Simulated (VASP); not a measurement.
FeO, 2 atoms in the cell. The typed cell holds 2 atoms: a = 2.941 Å, b = 2.941 Å, c = 2.941 Å, α = 59.98°, β = 59.98°, γ = 59.98°. 

```yaml
Program: VASP 6.6.1
Task: relaxation of shape and atoms at fixed volume
Functional: PBEsol
Potentials_or_basis: VASP PAW PBE potentials, release 64 (Fe, O)
Cutoff: 600 eV
k_mesh: 18 × 18 × 18
Occupations: gaussian, width 0.1 eV
Spin: collinear spin, ferromagnetic start
Starting_moments: "[3.76, 0.37] μB"
Dipole_correction: no
Further_INCAR_settings: ALGO = Normal; EDIFF = 1e-06; IBRION = 2; EDIFFG = -0.01; NSW = 50; ISIF = 4
```

Potentials or basis: VASP PAW PBE potentials, release 64 (Fe, O).

Run with:

```bash
$ cat potpaw_PBE.64/Fe/POTCAR potpaw_PBE.64/O/POTCAR > POTCAR
$ mpirun -np 1 vasp_std > vasp.out
```

Hardware: 1 thread of Oxide Virtual Turin-like Processor, on a shared host.

Estimate the wall time of this run.

Wall time 12 min on 1 thread of Oxide Virtual Turin-like Processor, on a shared host, peak memory 0.34 GiB. Counts: scf iterations 15, k points 580, ion steps 1.
